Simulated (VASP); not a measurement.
# NaH (P1) in VASP: relaxation of cell and atoms with PBE

Aim: the relaxation of cell and atoms of NaH with PBE.

Everything below comes from runs of VASP 6.6.1. Logs are shortened: lines on timing, memory, paths and dates and some standing lists are left out, and cuts for length are marked.

### 1 The cell of the first run

The typed cell holds 8 atoms: a = 3.410 Å, b = 5.960 Å, c = 5.928 Å, α = 110.11°, β = 88.34°, γ = 91.66°.

### 2 Relaxation of cell and atoms, PBE

File INCAR:

```
PREC = Accurate
ENCUT = 600
EDIFF = 1E-7
ISMEAR = 0
SIGMA = 0.1
LREAL = F
LASPH = T
NELM = 60
ALGO = Normal
ISIF = 3
LWAVE = F
LCHARG = F
GGA = PE
IBRION = 2
NSW = 80
EDIFFG = -0.025
```

File KPOINTS:

```
regular mesh
0
Gamma
  4 4 4
```

File POSCAR:

```
NaH
1.0
    2.4104502635      2.4106221954     -0.0604461292
    2.3568272701     -2.4778914605      4.8816188937
    2.4578400345     -2.3371197080     -4.8617393996
Na H
4 4
Direct
    0.0187570479      0.2602199466      0.7560967727
    0.4701146550      0.7340259481      0.7538029968
    0.5048359844      0.2474378555      0.2339922602
    0.0087088072      0.7664990481      0.2603814400
   -0.0061847554      0.0027475329     -0.0021396323
    0.4965718972      0.5063931621      0.0051314924
    0.4905247981      0.9866067496      0.5076442416
    0.0166715658      0.4960697571      0.4850904286
```

Potentials or basis: VASP PAW PBE potentials, release 64 (Na_pv, H).

Run with:

```bash
$ cat potpaw_PBE.64/Na_pv/POTCAR potpaw_PBE.64/H/POTCAR > POTCAR
$ mpirun -np 1 vasp_std > vasp.out
```

OUTCAR:

```text
PREC = Accurate
   ENCUT = 600
   EDIFF = 1E-7
   ISMEAR = 0
   LREAL = F
   LASPH = T
   NELM = 60
   ISIF = 3
   GGA = PE
   IBRION = 2
   NSW = 80
   EDIFFG = -0.025

 ion  position               nearest neighbor table
   1  0.019  0.260  0.756-
   2  0.470  0.734  0.754-
   3  0.505  0.247  0.234-
   4  0.009  0.766  0.260-
   5  0.994  0.003  0.998-
   6  0.497  0.506  0.005-
   7  0.491  0.987  0.508-
   8  0.017  0.496  0.485-

  LATTYP: Found a triclinic cell.
 ALAT       =     5.9602670993
 B/A-ratio  =     1.1424387295
 C/A-ratio  =     0.5720463236
 COS(alpha) =     0.0001231179
 COS(beta)  =     0.0289009619
 COS(gamma) =     0.5759645760

  Lattice vectors:

 A1 = (  -2.3568272701,   2.4778914605,  -4.8816188937)
 A2 = (  -4.8146673046,   4.8150111685,  -0.0198794941)
 A3 = (   2.4104502635,   2.4106221954,  -0.0604461292)

Analysis of symmetry for initial positions (statically):
=====================================================================
 Subroutine PRICEL returns:
 Original cell was already a primitive cell.

 Routine SETGRP: Setting up the symmetry group for a
 triclinic supercell.

 Subroutine GETGRP returns: Found  1 space group operations
 (whereof  1 operations were pure point group operations)
 out of a pool of  2 trial point group operations.

The static configuration has the point symmetry C_1 .

Analysis of symmetry for dynamics (positions and initial velocities):
=====================================================================
 Subroutine PRICEL returns:
 Original cell was already a primitive cell.

 Routine SETGRP: Setting up the symmetry group for a
 triclinic supercell.

 Subroutine GETGRP returns: Found  1 space group operations
 (whereof  1 operations were pure point group operations)
 out of a pool of  2 trial point group operations.

The dynamic configuration has the point symmetry C_1 .

 Subroutine INISYM returns: Found  1 space group operations
 (whereof  1 operations are pure point group operations),
 and found     1 'primitive' translations

----------------------------------------------------------------------------------------

                                     Primitive cell

  volume of cell :     113.0486

  direct lattice vectors                    reciprocal lattice vectors
     2.410450264  2.410622195 -0.060446129     0.207484063  0.207490504  0.005148876
     2.356827270 -2.477891460  4.881618894     0.104920211 -0.102348994  0.102243026
     2.457840035 -2.337119708 -4.861739400     0.102769572 -0.105347230 -0.103090623

  length of vectors
     3.409548882  5.960267099  5.927867758     0.293476501  0.178709831  0.179686673

  position of ions in fractional coordinates (direct lattice)
     0.018757048  0.260219947  0.756096773
     0.470114655  0.734025948  0.753802997
     0.504835984  0.247437856  0.233992260
     0.008708807  0.766499048  0.260381440
     0.993815245  0.002747533  0.997860368
     0.496571897  0.506393162  0.005131492
     0.490524798  0.986606750  0.507644242
     0.016671566  0.496069757  0.485090429

  ion indices of the primitive-cell ions
   primitive index   ion index
                 1           1
                 2           2
                 3           3
                 4           4
                 5           5
                 6           6
                 7           7
                 8           8

----------------------------------------------------------------------------------------

 KPOINTS: regular mesh

Automatic generation of k-mesh.
 Grid dimensions read from file:
 generate k-points for:    4    4    4

 Generating k-lattice:

  Cartesian coordinates                     Fractional coordinates (reciprocal lattice)
     0.051871016  0.051872626  0.001287219     0.250000000 -0.000000000 -0.000000000
     0.026230053 -0.025587248  0.025560756    -0.000000000  0.250000000 -0.000000000
     0.025692393 -0.026336808 -0.025772656     0.000000000  0.000000000  0.250000000

  Length of vectors
     0.073369125  0.044677458  0.044921668

  Shift w.r.t. Gamma in fractional coordinates (k-lattice)
     0.000000000  0.000000000  0.000000000

 Subroutine IBZKPT returns following result:
 ===========================================

 Found     36 irreducible k-points:

 Following reciprocal coordinates:
            Coordinates               Weight
  0.000000  0.000000  0.000000      1.000000
  0.250000 -0.000000  0.000000      2.000000
  0.500000 -0.000000  0.000000      1.000000
  0.000000  0.250000  0.000000      2.000000
  0.250000  0.250000  0.000000      2.000000
  0.500000  0.250000  0.000000      2.000000
[... 16 lines left out ...]
  0.000000 -0.250000  0.250000      2.000000
  0.250000 -0.250000  0.250000      2.000000
 [... further k-points ...]
   k-points           NKPTS =     36   k-points in BZ     NKDIM =     36   number of bands    NBANDS=     21
   number of dos      NEDOS =    301   number of ions     NIONS =      8
   total plane-waves  NPLWV =  64512
   dimension x,y,z NGX =    28 NGY =   48 NGZ =   48
   dimension x,y,z NGXF=    56 NGYF=   96 NGZF=   96
   ions per type =               4   4
   NGX,Y,Z   is equivalent  to a cutoff of  13.65, 13.39, 13.46 a.u.
   NGXF,Y,Z  is equivalent  to a cutoff of  27.30, 26.78, 26.92 a.u.
 SYSTEM =  unknown system
   PREC   = accura    normal or accurate (medium, high low for compatibility)
   ISTART =      0    job   : 0-new  1-cont  2-samecut
   ICHARG =      2    charge: 1-file 2-atom 10-const
   ISPIN  =      1    spin polarized calculation?
   LNONCOLLINEAR =      F non collinear calculations
   LSORBIT =      F    spin-orbit coupling
   LASPH  =      T    aspherical Exc in radial PAW
   ENCUT  =  600.0 eV  44.10 Ry    6.64 a.u.   6.81 11.90 11.84*2*pi/ulx,y,z
   NELM   =     60;   NELMIN=  2; NELMDL= -5     # of ELM steps
   EDIFF  = 0.1E-06   stopping-criterion for ELM
   LREAL  =      F    real-space projection
   EDIFFG = -.3E-01   stopping-criterion for IOM
   NSW    =     80    number of steps for IOM
   IBRION =      2    ionic relax: 0-MD 1-quasi-New 2-CG
   NFREE  =      1    steps in history (QN), initial steepest desc. (CG)
   ISIF   =      3    stress and relaxation
   ISYM   =      2    0-nonsym 1-usesym 2-fastsym
   POTIM  = 0.5000    time-step for ionic-motion
   TEBEG  =    0.0;   TEEND  =   0.0 temperature during run
   PSTRESS=    0.0 pullay stress
   NELECT =      32.0000    total number of electrons
   NUPDOWN=      -1.0000    fix difference up-down
   EMIN   =  10.00;   EMAX   =-10.00  energy-range for DOS
   EFERMI =   0.00;   METHOD = LEGACY
   ISMEAR =     0;   SIGMA  =   0.10  broadening in eV -4-tet -1-fermi 0-gaus
   EFERMI_NEDOS =   21; number of points for ismear=-14 and -15
   IALGO  =     38    algorithm
   IMIX   =      4    mixing-type and parameters
     AMIX     =   0.40;   BMIX     =  1.00
     AMIX_MAG =   1.60;   BMIX_MAG =  1.00
  volume/ion in A,a.u.               =      14.13        95.36
  Fermi-wavevector in a.u.,A,eV,Ry     =   1.074904  2.031274 15.720427  1.155419
  Thomas-Fermi vector in A             =   2.210746
   LORBIT       =      0    0 simple, 1 ext, 2 COOP (PROOUT), +10 PAW based schemes
   GGA     = PE    functional components
   LHFCALC =     F    Hartree Fock is set to
   AEXX    =    0.0000 exact exchange contribution
   IVDW    =     0    specifies the selected vdW correction
   LEPSILON=     F    determine dielectric tensor
   LRPA    =     F    only Hartree local field effects (RPA)
 conjugate gradient relaxation of ions
 non-spin polarized calculation
 Gauss-broadening in eV      SIGMA  =   0.10
  energy-cutoff  :      600.00
  volume of cell :      113.05
 maximum number of plane-waves:      3800
   NGX = 13   NGY = 23   NGZ = 23

--------------------------------------- Ionic step        1  -------------------------------------------

 number of electron      32.0000002 magnetization

 Free energy of the ion-electron system (eV)
  ---------------------------------------------------
  ext. energy  EPLUGINS =         0.00000000
  ---------------------------------------------------
  free energy    TOTEN  =       -20.27811078 eV

  energy without entropy =      -20.27811078  energy(sigma->0) =      -20.27811078

------------------------ aborting loop because EDIFF is reached ----------------------------------------

  FORCE on cell =-STRESS in cart. coord.  units (eV):
  Direction    XX          YY          ZZ          XY          YZ          ZX
  --------------------------------------------------------------------------------------
  -------------------------------------------------------------------------------------
  Total        0.2100829      0.0818646     -0.0843195     -0.0227998      0.4439376      0.3420188
  in kB        2.9773915      1.1602225     -1.1950149     -0.3231291      6.2916888      4.8472482
  external PRESSURE =       0.9808664 kB  Pullay stress =       0.0000000 kB
[... 107 lines left out ...]
  FREE ENERGIE OF THE ION-ELECTRON SYSTEM (eV)
  ---------------------------------------------------
  free  energy   TOTEN  =       -20.3273833928 eV

  energy  without entropy=      -20.3273833928  energy(sigma->0) =      -20.32738339

[... ionic steps 4 to 7 ...]

--------------------------------------- Ionic step        8  -------------------------------------------

 number of electron      32.0000007 magnetization

------------------------ aborting loop because EDIFF is reached ----------------------------------------
[... 79 lines left out ...]
--------------------------------------- Ionic step       10  -------------------------------------------

 number of electron      31.9999999 magnetization

 Free energy of the ion-electron system (eV)
  ---------------------------------------------------
  ext. energy  EPLUGINS =         0.00000000
  ---------------------------------------------------
  free energy    TOTEN  =       -20.35120881 eV

  energy without entropy =      -20.35120881  energy(sigma->0) =      -20.35120881

 E-fermi :  -0.6911     XC(G=0):  -7.7608

 val. band max:       -1.1214182814   @ k =  -0.2500   0.2500   0.2500
 cond. band min:       2.6232390672   @ k =   0.5000   0.5000   0.5000
 fundamental gap:      3.7446573486
 Fermi energy:        -0.6911256564

 k-point     1 :       0.0000    0.0000    0.0000
  band No.  band energies     occupation
      1     -23.3231      2.00000
      2     -23.3226      2.00000
      3     -23.3113      2.00000
      4     -23.2624      2.00000
      5     -23.2613      2.00000
      6     -23.2420      2.00000
[... 565 lines left out ...]
     20       6.0742      0.00000
     21       6.6292      0.00000

 [... further k-points ...]

------------------------ aborting loop because EDIFF is reached ----------------------------------------

  FORCE on cell =-STRESS in cart. coord.  units (eV):
  Direction    XX          YY          ZZ          XY          YZ          ZX
  --------------------------------------------------------------------------------------
  -------------------------------------------------------------------------------------
  Total       -0.0400785     -0.0642278     -0.0298658     -0.0061912      0.0184584      0.0224238
  in kB       -0.5674565     -0.9093775     -0.4228586     -0.0876585      0.2613462      0.3174907
  external PRESSURE =      -0.6332309 kB  Pullay stress =       0.0000000 kB
[... 23 lines left out ...]
  FREE ENERGIE OF THE ION-ELECTRON SYSTEM (eV)
  ---------------------------------------------------
  free  energy   TOTEN  =       -20.3512088126 eV

  energy  without entropy=      -20.3512088126  energy(sigma->0) =      -20.35120881

 reached required accuracy - stopping structural energy minimisation
```

Run time: 10 min. Hardware: 1 thread of AMD EPYC 7R43 (Zen 3), shared host; peak memory 0.24 GiB.

Results:

* Free energy: -20.3512 eV
* Relaxed volume: 14.14 Å³/atom
* Relaxed cell: a = 3.423 Å, b = 5.920 Å, c = 5.921 Å, α = 109.43°, β = 89.95°, γ = 90.12°
* Space group after relaxing (to 0.05 Å): Fm-3m (No. 225)
* Energy gained by relaxing: 9.1 meV/atom
* Ionic steps: 10
* Pressure after relaxing: -0.1 GPa
* Largest force after relaxing: 0.022 eV/Å
* Band gap on the k mesh: 3.74 eV

Forces on the atoms (eV/Å):
```
Na   0.005  0.005 -0.005
Na  -0.006  0.004  0.016
Na  -0.008 -0.008 -0.011
Na   0.016  0.002 -0.009
H    0.009  0.004  0.005
H   -0.010 -0.006 -0.015
H   -0.021  0.006  0.002
H    0.014 -0.008  0.015
```

Step by step:
```tsv
step	energy change (eV)	largest force (eV/Å)	pressure (GPa)	volume (Å³)
1	0.0000	0.3005	0.10	113.05
2	-0.0164	0.2543	0.08	113.19
3	-0.0493	0.1317	-0.08	113.59
4	-0.0444	0.2114	-0.26	114.33
5	-0.0586	0.1418	-0.18	113.94
6	-0.0637	0.1064	-0.09	113.43
7	-0.0700	0.0571	0.13	112.27
8	-0.0704	0.0592	0.21	111.89
9	-0.0726	0.0326	0.04	112.64
10	-0.0731	0.0224	-0.06	113.16
```

Final structure:
```cif
data_structure
_symmetry_space_group_name_H-M 'P 1'
_symmetry_Int_Tables_number 1
_cell_length_a 3.4231
_cell_length_b 5.9201
_cell_length_c 5.9210
_cell_angle_alpha 109.425
_cell_angle_beta 89.948
_cell_angle_gamma 90.120
_cell_volume 113.16
loop_
_atom_site_label
_atom_site_type_symbol
_atom_site_fract_x
_atom_site_fract_y
_atom_site_fract_z
_atom_site_occupancy
Na1 Na 0.99941 0.24983 0.74927 1
Na2 Na 0.49934 0.74941 0.75099 1
Na3 Na 0.50193 0.25060 0.24923 1
Na4 Na 0.99802 0.75044 0.24982 1
H1 H 0.99844 0.99964 0.00024 1
H2 H 0.50162 0.50143 0.99954 1
H3 H 0.50157 0.00086 0.50183 1
H4 H 0.99968 0.49781 0.49907 1
```

Levels at points of the mesh, in eV from the valence-band top:
| k point | band 12 | band 13 | band 14 | band 15 | band 16 | band 17 | band 18 | band 19 | band 20 | band 21 |
| --- | --- | --- | --- | --- | --- | --- | --- | --- | --- | --- |
| (0.00, 0.00, 0.00) | -22.11 | -3.61 | -0.85 | -0.85 | -0.17 | 3.76 | 3.76 | 4.64 | 10.01 | 10.38 |
| (0.50, 0.00, 0.00) | -22.12 | -1.20 | -1.18 | 0.00 | 0.00 | 5.82 | 5.87 | 6.01 | 6.02 | 6.03 |
| (0.00, 0.50, 0.00) | -22.11 | -2.58 | -2.58 | -0.63 | -0.62 | 5.03 | 5.06 | 7.20 | 7.22 | 7.76 |
| (0.50, 0.50, 0.00) | -22.12 | -0.64 | -0.64 | -0.62 | -0.62 | 5.02 | 5.02 | 5.05 | 5.06 | 7.74 |
| (0.00, 0.00, 0.50) | -22.11 | -2.59 | -2.58 | -0.63 | -0.61 | 5.03 | 5.06 | 7.20 | 7.22 | 7.77 |
| (0.50, 0.00, 0.50) | -22.12 | -0.64 | -0.63 | -0.62 | -0.62 | 5.01 | 5.03 | 5.05 | 5.06 | 7.75 |
| (0.00, 0.50, 0.50) | -22.11 | -2.28 | -2.26 | -1.20 | -1.18 | 5.82 | 5.88 | 7.43 | 7.44 | 7.46 |
| (0.50, 0.50, 0.50) | -22.12 | -0.86 | -0.85 | -0.18 | -0.18 | 3.74 | 3.76 | 4.62 | 4.63 | 10.03 |

Caveat: the k points lie up to 0.46 Å⁻¹ apart in the final cell. A k mesh can miss the band edges.
